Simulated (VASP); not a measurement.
Wanted: the native input for a VASP 6.6.1 run.

- Task: single point
- Functional: r2SCAN
- Potentials or basis: VASP PAW PBE potentials, release 64 (Te, Pb_d)
- Cutoff: 520 eV
- k mesh: 6 × 6 × 6
- Occupations: gaussian, width 0.01 eV
- Spin: no spin polarisation
- Dipole correction: no
- Further INCAR settings: ALGO = Normal; EDIFF = 1e-06; NBANDS = 17

The system is TePb.

```
Te Pb
1.0
     0.00000    3.23484    3.23484
     3.23484    0.00000    3.23484
     3.23484    3.23484    0.00000
Te Pb
1 1
Cartesian
  3.2348 3.2348 3.2348
  0.0000 0.0000 0.0000
```

This cell differs from its parent crystal: volume changed by -3%.

These files were run (other wordings do the same):

POSCAR

```
TePb
1.0
    0.0000000000      3.2348446431      3.2348446431
    3.2348446431      0.0000000000      3.2348446431
    3.2348446431      3.2348446431      0.0000000000
Te Pb
1 1
Direct
    0.5000000000      0.5000000000      0.5000000000
    0.0000000000      0.0000000000      0.0000000000
```

INCAR.step1

```
SYSTEM = TePb
ALGO = Normal
EDIFF = 1E-4
ENCUT = 520
GGA = PE
ISMEAR = 0
LASPH = .True.
LCHARG = .False.
LREAL = .False.
LWAVE = .True.
NBANDS = 17
NELM = 60
PREC = Accurate
SIGMA = 0.01
```

INCAR.step2

```
SYSTEM = TePb
ALGO = Normal
EDIFF = 1E-6
ENCUT = 520
ISIF = 2
ISMEAR = 0
ISTART = 1
LASPH = .True.
LCHARG = .False.
LMIXTAU = .True.
LREAL = .False.
LWAVE = .False.
METAGGA = R2SCAN
NBANDS = 17
NELM = 60
PREC = Accurate
SIGMA = 0.01
```

KPOINTS

```
k-points
0
Gamma
  6 6 6
  0 0 0
```

Potentials or basis: VASP PAW PBE potentials, release 64 (Te, Pb_d).

The run is started by

```console
$ cat potpaw_PBE.64/Te/POTCAR potpaw_PBE.64/Pb_d/POTCAR > POTCAR
$ cp INCAR.step1 INCAR
$ mpirun -np 1 vasp_std > vasp.out
$ cp INCAR.step2 INCAR
$ mpirun -np 1 vasp_std > vasp.out
```

Results of the run:

| Property | Result |
| --- | --- |
| Pressure | 1.4 GPa |
| Band gap on the k mesh | 1.03 eV, direct |

Caveat: the PAW data sets were made with another functional, which shifts forces and pressure a little; spin-orbit coupling is left out, which moves the levels of the heavy elements.

Wall time 44 s on 1 thread of Intel Xeon 6975P-C, with other jobs on the host, peak memory 0.22 GiB.
